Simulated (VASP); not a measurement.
# Bi (R-3m) in VASP: phonons with PBE+D3(BJ)

Aim: the phonons of Bi with PBE+D3(BJ).

Everything below comes from runs of VASP 6.6.1. Logs are shortened: lines on timing, memory, paths and dates and some standing lists are left out, and cuts for length are marked.

## Step 1: The cell of the first run

Symmetry: R-3m, No. 166, trigonal system. The conventional cell has a = 4.535 Å, b = 4.535 Å, c = 11.814 Å, α = 90.00°, β = 90.00°, γ = 120.00°. Bi (site symmetry 3m) has 6 Bi at 3.09 to 3.48 Å within 4.1 Å.

## Step 2: Phonons, PBE+D3(BJ)

File INCAR:

```
PREC = Accurate
ENCUT = 520
EDIFF = 1E-8
ISMEAR = -1
SIGMA = 0.15
LREAL = False
LASPH = True
NELM = 60
ALGO = Normal
ISIF = 2
LWAVE = False
LCHARG = True
GGA = PE
IVDW = 12
IBRION = 6
NFREE = 2
POTIM = 0.015
NSW = 1
```

File KPOINTS:

```
regular mesh
0
Gamma
  12 12 12
```

File POSCAR:

```
Bi
1.0
    2.2675000000      1.3091417354      3.9380000000
   -2.2675000000      1.3091417354      3.9380000000
    0.0000000000     -2.6182834708      3.9380000000
Bi
2
Direct
    0.2362446237      0.2362446237      0.2362446237
    0.7637553763      0.7637553763      0.7637553763
```

Potentials or basis: VASP PAW PBE potentials, release 64 (Bi_d).

Started as:

```
$ cat potpaw_PBE.64/Bi_d/POTCAR > POTCAR
$ mpirun -np 1 vasp_std > vasp.out
```

OUTCAR:

```text
PREC = Accurate
   ENCUT = 520
   EDIFF = 1E-8
   ISMEAR = -1
   LREAL = False
   LASPH = True
   NELM = 60
   ISIF = 2
   GGA = PE
   IVDW = 12
   IBRION = 6
   NFREE = 2
   POTIM = 0.015
   NSW = 1
 IVDW          = 12

 ion  position               nearest neighbor table
   1  0.236  0.236  0.236-   2 3.09   2 3.09   2 3.09   2 3.48   2 3.48   2 3.48
   2  0.764  0.764  0.764-   1 3.09   1 3.09   1 3.09   1 3.48   1 3.48   1 3.48

  LATTYP: Found a trigonal (rhomboedric) cell.
 ALAT       =     4.7289800521
 COS(alpha) =     0.5401781303

  Lattice vectors:

 A1 = (   2.2675000000,   1.3091417354,   3.9380000000)
 A2 = (  -2.2675000000,   1.3091417354,   3.9380000000)
 A3 = (   0.0000000000,  -2.6182834708,   3.9380000000)

Analysis of symmetry for initial positions (statically):
=====================================================================
 Subroutine PRICEL returns:
 Original cell was already a primitive cell.

 Routine SETGRP: Setting up the symmetry group for a
 trigonal (rhombohedral) supercell.

 Subroutine GETGRP returns: Found 12 space group operations
 (whereof 12 operations were pure point group operations)
 out of a pool of 12 trial point group operations.

The static configuration has the point symmetry D_3d.

Analysis of symmetry for dynamics (positions and initial velocities):
=====================================================================
 Subroutine PRICEL returns:
 Original cell was already a primitive cell.

 Routine SETGRP: Setting up the symmetry group for a
 trigonal (rhombohedral) supercell.

 Subroutine GETGRP returns: Found 12 space group operations
 (whereof 12 operations were pure point group operations)
 out of a pool of 12 trial point group operations.

The dynamic configuration has the point symmetry D_3d.

 Subroutine INISYM returns: Found 12 space group operations
 (whereof 12 operations are pure point group operations),
 and found     1 'primitive' translations

----------------------------------------------------------------------------------------

                                     Primitive cell

  volume of cell :      70.1392

  direct lattice vectors                    reciprocal lattice vectors
     2.267500000  1.309141735  3.938000000     0.220507166  0.127309872  0.084645336
    -2.267500000  1.309141735  3.938000000    -0.220507166  0.127309872  0.084645336
     0.000000000 -2.618283471  3.938000000     0.000000000 -0.254619744  0.084645336

  length of vectors
     4.728980052  4.728980052  4.728980052     0.268320791  0.268320791  0.268320791

  position of ions in fractional coordinates (direct lattice)
     0.236244624  0.236244624  0.236244624
     0.763755376  0.763755376  0.763755376

  ion indices of the primitive-cell ions
   primitive index   ion index
                 1           1
                 2           2

----------------------------------------------------------------------------------------

 KPOINTS: regular mesh

Automatic generation of k-mesh.
 Grid dimensions read from file:
 generate k-points for:   12   12   12

 Generating k-lattice:

  Cartesian coordinates                     Fractional coordinates (reciprocal lattice)
     0.018375597  0.010609156  0.007053778     0.083333333 -0.000000000  0.000000000
    -0.018375597  0.010609156  0.007053778    -0.000000000  0.083333333  0.000000000
     0.000000000 -0.021218312  0.007053778     0.000000000  0.000000000  0.083333333

  Length of vectors
     0.022360066  0.022360066  0.022360066

  Shift w.r.t. Gamma in fractional coordinates (k-lattice)
     0.000000000  0.000000000  0.000000000

 Subroutine IBZKPT returns following result:
 ===========================================

 Found    189 irreducible k-points:

 Following reciprocal coordinates:
            Coordinates               Weight
  0.000000  0.000000  0.000000      1.000000
  0.083333  0.000000  0.000000      6.000000
  0.166667  0.000000 -0.000000      6.000000
  0.250000  0.000000  0.000000      6.000000
  0.333333  0.000000  0.000000      6.000000
  0.416667  0.000000 -0.000000      6.000000
[... 16 lines left out ...]
  0.500000  0.166667  0.000000     12.000000
 -0.416667  0.166667  0.000000     12.000000
 [... further k-points ...]
   k-points           NKPTS =    189   k-points in BZ     NKDIM =    189   number of bands    NBANDS=     19
   number of dos      NEDOS =    301   number of ions     NIONS =      2
   total plane-waves  NPLWV =  46656
   dimension x,y,z NGX =    36 NGY =   36 NGZ =   36
   dimension x,y,z NGXF=    72 NGYF=   72 NGZF=   72
   ions per type =               2
   NGX,Y,Z   is equivalent  to a cutoff of  12.66, 12.66, 12.66 a.u.
   NGXF,Y,Z  is equivalent  to a cutoff of  25.31, 25.31, 25.31 a.u.
 SYSTEM =  unknown system
   PREC   = accura    normal or accurate (medium, high low for compatibility)
   ISTART =      0    job   : 0-new  1-cont  2-samecut
   ICHARG =      2    charge: 1-file 2-atom 10-const
   ISPIN  =      1    spin polarized calculation?
   LNONCOLLINEAR =      F non collinear calculations
   LSORBIT =      F    spin-orbit coupling
   LASPH  =      T    aspherical Exc in radial PAW
   ENCUT  =  520.0 eV  38.22 Ry    6.18 a.u.   8.79  8.79  8.79*2*pi/ulx,y,z
   NELM   =     60;   NELMIN=  2; NELMDL= -5     # of ELM steps
   EDIFF  = 0.1E-07   stopping-criterion for ELM
   LREAL  =      F    real-space projection
   EDIFFG = 0.1E-06   stopping-criterion for IOM
   NSW    =     61    number of steps for IOM
   IBRION =      6    ionic relax: 0-MD 1-quasi-New 2-CG
   NFREE  =      2    steps in history (QN), initial steepest desc. (CG)
   ISIF   =      2    stress and relaxation
   ISYM   =      2    0-nonsym 1-usesym 2-fastsym
   POTIM  = 0.0150    time-step for ionic-motion
   TEBEG  =    0.0;   TEEND  =   0.0 temperature during run
   PSTRESS=    0.0 pullay stress
   NELECT =      30.0000    total number of electrons
   NUPDOWN=      -1.0000    fix difference up-down
   EMIN   =  10.00;   EMAX   =-10.00  energy-range for DOS
   EFERMI =   0.00;   METHOD = LEGACY
   ISMEAR =    -1;   SIGMA  =   0.15  broadening in eV -4-tet -1-fermi 0-gaus
   EFERMI_NEDOS =   21; number of points for ismear=-14 and -15
   IALGO  =     38    algorithm
   IMIX   =      4    mixing-type and parameters
     AMIX     =   0.40;   BMIX     =  1.00
     AMIX_MAG =   1.60;   BMIX_MAG =  1.00
  volume/ion in A,a.u.               =      35.07       236.66
  Fermi-wavevector in a.u.,A,eV,Ry     =   1.233469  2.330919 20.700530  1.521446
  Thomas-Fermi vector in A             =   2.368198
   LORBIT       =      0    0 simple, 1 ext, 2 COOP (PROOUT), +10 PAW based schemes
   GGA     = PE    functional components
   LHFCALC =     F    Hartree Fock is set to
   AEXX    =    0.0000 exact exchange contribution
   IVDW    =    12    specifies the selected vdW correction
   LEPSILON=     F    determine dielectric tensor
   LRPA    =     F    only Hartree local field effects (RPA)
 finite differences with symmetry
 non-spin polarized calculation
  energy-cutoff  :      520.00
  volume of cell :       70.14
 maximum number of plane-waves:      1934
   NGX = 17   NGY = 17   NGZ = 17

--------------------------------------- Ionic step        1  -------------------------------------------

 number of electron      29.9999995 magnetization

 Free energy of the ion-electron system (eV)
  ---------------------------------------------------
  ext. energy  EPLUGINS =         0.00000000
  ---------------------------------------------------
  free energy    TOTEN  =        -7.77095377 eV

  energy without entropy =       -7.73049091  energy(sigma->0) =       -7.75072234

------------------------ aborting loop because EDIFF is reached ----------------------------------------

 Edisp (eV)   -0.91024

 E8    (eV) :    -0.4523
[... 151 lines left out ...]
--------------------------------------- Ionic step        5  -------------------------------------------

 number of electron      29.9999997 magnetization

 Free energy of the ion-electron system (eV)
  ---------------------------------------------------
  ext. energy  EPLUGINS =         0.00000000
  ---------------------------------------------------
  free energy    TOTEN  =        -7.76984164 eV

  energy without entropy =       -7.73086419  energy(sigma->0) =       -7.75035291

 E-fermi :   6.4339     XC(G=0):  -9.5526

 val. band max:        6.3500869490   @ k =   0.4167   0.0833   0.0833
 cond. band min:       6.4416877983   @ k =   0.4167   0.0000  -0.0000
 fundamental gap:      0.0916008493
 Fermi energy:         6.4338702931

 k-point     1 :       0.0000    0.0000    0.0000
  band No.  band energies     occupation
      1     -16.5590      2.00000
      2     -16.5590      2.00000
      3     -16.4091      2.00000
      4     -16.4091      2.00000
      5     -16.3976      2.00000
      6     -16.2268      2.00000
[... 505 lines left out ...]
      6     -16.3091      2.00000
[... 11 lines left out ...]
     18       9.6199      0.00000
     19      13.1517      0.00000

 [... further k-points ...]

------------------------ aborting loop because EDIFF is reached ----------------------------------------

 Edisp (eV)   -0.91027

 E8    (eV) :    -0.4523
[... 25 lines left out ...]
  FREE ENERGIE OF THE ION-ELECTRON SYSTEM (eV)
  ---------------------------------------------------
  free  energy   TOTEN  =        -8.6801136333 eV

  energy  without entropy=       -8.6411361876  energy(sigma->0) =       -8.66062491

 INTERNAL STRAIN TENSORS FROM DISPLACED ATOMS
 ============================================

 INTERNAL STRAIN TENSOR FOR ION    1 for displacements in x,y,z  (eV/Angst):
          X           Y           Z          XY          YZ          ZX
  --------------------------------------------------------------------------------
  x    -0.00000     0.00000    -0.00000     2.61119     0.00000    -4.98016
  y     2.61119    -2.61119     0.00000     0.00000    -4.98015     0.00000
  z    -3.51362    -3.51362    -5.21629     0.00000     0.00000     0.00000

 INTERNAL STRAIN TENSOR FOR ION    2 for displacements in x,y,z  (eV/Angst):
          X           Y           Z          XY          YZ          ZX
  --------------------------------------------------------------------------------
  x     0.00000     0.00000     0.00000    -2.61119    -0.00000     4.98016
  y    -2.61119     2.61119    -0.00000    -0.00000     4.98015    -0.00000
  z     3.51362     3.51362     5.21629     0.00000    -0.00000     0.00000

 Eigenvectors and eigenvalues of the dynamical matrix
 ----------------------------------------------------

   1 f  =    2.815477 THz    17.690165 2PiTHz   93.914208 cm-1    11.643873 meV
             X         Y         Z           dx          dy          dz
      0.000000  0.000000  2.790994     0.000000    0.000000    0.707107
      0.000000  0.000000  9.023006     0.000000    0.000000   -0.707107
[... 21 lines left out ...]
   6 f  =    0.000000 THz     0.000000 2PiTHz    0.000000 cm-1     0.000000 meV
             X         Y         Z           dx          dy          dz
      0.000000  0.000000  2.790994     0.000000    0.000000    0.707107
      0.000000  0.000000  9.023006     0.000000    0.000000    0.707107

 ELASTIC MODULI CONTR FROM IONIC RELAXATION (kBar)
 Direction    XX          YY          ZZ          XY          YZ          ZX
 --------------------------------------------------------------------------------
 XX        -171.5677      5.1449   -123.5347     -0.0000    168.5165      0.0000
 YY           5.1449   -171.5677   -123.5347      0.0000   -168.5165     -0.0000
 ZZ        -123.5347   -123.5347   -183.3983      0.0000      0.0000     -0.0000
 XY          -0.0000      0.0000      0.0000    -88.3563      0.0000    168.5166
 YZ         168.5165   -168.5165      0.0000      0.0000   -321.4011     -0.0000
 ZX           0.0000     -0.0000     -0.0000    168.5166     -0.0000   -321.4014
 --------------------------------------------------------------------------------
```

Wall time 55 min (1 thread of AMD EPYC 9755, shared host); peak memory 1.4 GiB.

Results:

* Highest phonon frequency at Γ: 94 cm⁻¹
* Dispersion energy per atom: -0.455 eV

Phonon frequencies in cm⁻¹ (negative: imaginary):
| q point | frequencies |
| --- | --- |
| (0.000, 0.000, 0.000) | 0 0 0 68 68 94 |

Caveat: spin-orbit coupling is left out, which moves the levels of the heavy elements.
